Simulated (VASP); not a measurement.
Here is a VASP 6.6.1 calculation.

The input INCAR:

```
PREC = Accurate
ENCUT = 520
EDIFF = 1E-6
ISMEAR = -1
SIGMA = 0.1
LREAL = False
LASPH = True
NELM = 80
ALGO = Normal
ISIF = 2
LWAVE = False
LCHARG = False
GGA = PE
NBANDS = 8
```

Contents of KPOINTS:

```
Automatic mesh
0
Gamma
  18 18 18
```

POSCAR

```
Al
1.0
   -1.5441863378      1.5441863378      1.5441863378
    1.5441863378     -1.5441863378      1.5441863378
    1.5441863378      1.5441863378     -1.5441863378
Al
1
Direct
    0.0000000000      0.0000000000      0.0000000000
```

Potentials or basis: VASP PAW PBE potentials, release 64 (Al).

The run is started by

```console
$ cat potpaw_PBE.64/Al/POTCAR > POTCAR
$ mpirun -np 1 vasp_std > vasp.out
```

Question: What does it give for the pressure?

Answer: 13.0 GPa.
